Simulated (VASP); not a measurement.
A run of VASP 6.6.1 is set up as follows.

INCAR

```
  ALGO = Fast
  EDIFF = 1E-6
  ENCUT = 520
  GGA = CA
  ISIF = 2
  ISMEAR = 0
  LASPH = T
  LCHARG = T
  LELF = T
  LREAL = F
  LVHAR = T
  LWAVE = F
  NBANDS = 26
  NELM = 100
  PREC = Accurate
  SIGMA = 0.15
```

File KPOINTS:

```
k-points
0
Gamma
  12 12 12
```

Contents of POSCAR:

```
AlCu3
1.0
    3.5290891026      0.0000000000      0.0000000000
    0.0000000000      3.5290891026      0.0000000000
    0.0000000000      0.0000000000      3.5290891026
Al Cu
1 3
Direct
    0.0000000000      0.0000000000      0.0000000000
    0.5000000000      0.4732517947      0.0000000000
    0.5000000000      0.0000000000      0.5000000000
    0.0000000000      0.5267482053      0.5000000000
```

Potentials or basis: VASP PAW LDA potentials, release 64 (Al, Cu).

Run with:

```console
$ cat potpaw_LDA.64/Al/POTCAR potpaw_LDA.64/Cu/POTCAR > POTCAR
$ mpirun -np 1 vasp_std > vasp.out
```

Problem. What does it give for the pressure?

Solution. 10.6 GPa.

Problem. What does it give for the band gap on the k mesh?

Solution. Zero (bands 18 and 19 overlap by 5.93 eV).

Problem. Estimate the largest force.

Solution. 0.792 eV/Å.

Stress tensor (GPa, compression positive):
```
10.59  0.00  0.00
 0.00 10.75  0.00
 0.00  0.00 10.59
```

Caveat: the cell differs from its parent crystal (atoms displaced along a vibrational mode, the cell strained); the cell stands under pressure.
